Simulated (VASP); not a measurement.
A run of VASP 6.6.1:

The input INCAR:

```
ALGO = Normal ; EDIFF = 1E-6
ENCUT = 600 ; GGA = PE
GGA_COMPAT = False ; ISIF = 2
ISMEAR = 0 ; LASPH = True
LCHARG = False ; LREAL = False
LWAVE = False ; NBANDS = 54
NELM = 120 ; PREC = Accurate
SIGMA = 0.1
```

File KPOINTS:

```
k-points
0
Gamma
  8 8 1
```

Contents of POSCAR:

```
TaC6N
1.0
    2.5879111198      0.0000000000      0.0000000000
    1.2939643334      2.2424783360      0.0000000000
    0.5124984742      1.0094974946     34.3463623965
Ta C N
2 12 2
Direct
    0.1630633617      0.6628673352      0.0404936758
    0.8254026051      0.4092407672      0.9589642739
    0.9938068469      0.0174102492      0.4374757026
    0.3272785088      0.3506232462      0.4374725810
    0.3357218757      0.3159512803      0.3095551993
    0.6691260288      0.6491544341      0.3095541999
    0.9993506195      0.9728625600      0.5641526271
    0.6659487341      0.6395949851      0.5641555830
    0.6702465169      0.6449327034      0.6906656932
    0.3368432065      0.3116857947      0.6906664730
    0.9985318401      0.9786931482      0.8205062686
    0.6651258063      0.6454319991      0.8204949150
    0.0217140374      0.9870155155      0.1782130517
    0.3550982492      0.3203260679      0.1782194988
    0.8232744461      0.3119360801      0.0775704074
    0.1494673171      0.7822738339      0.9218398498
```

Potentials or basis: VASP PAW PBE potentials, release 64 (Ta_pv, C, N).

The run is started by

```sh
$ cat potpaw_PBE.64/Ta_pv/POTCAR potpaw_PBE.64/C/POTCAR potpaw_PBE.64/N/POTCAR > POTCAR
$ mpirun -np 1 vasp_std > vasp.out
```

Hardware: 1 thread of Oxide Virtual Turin-like Processor, with other jobs on the host.

Task: Estimate the wall time of this run.

Result: Wall time 41 min on 1 thread of Oxide Virtual Turin-like Processor, on a shared host, peak memory 0.61 GiB. Counts: scf iterations 41, k points 34.
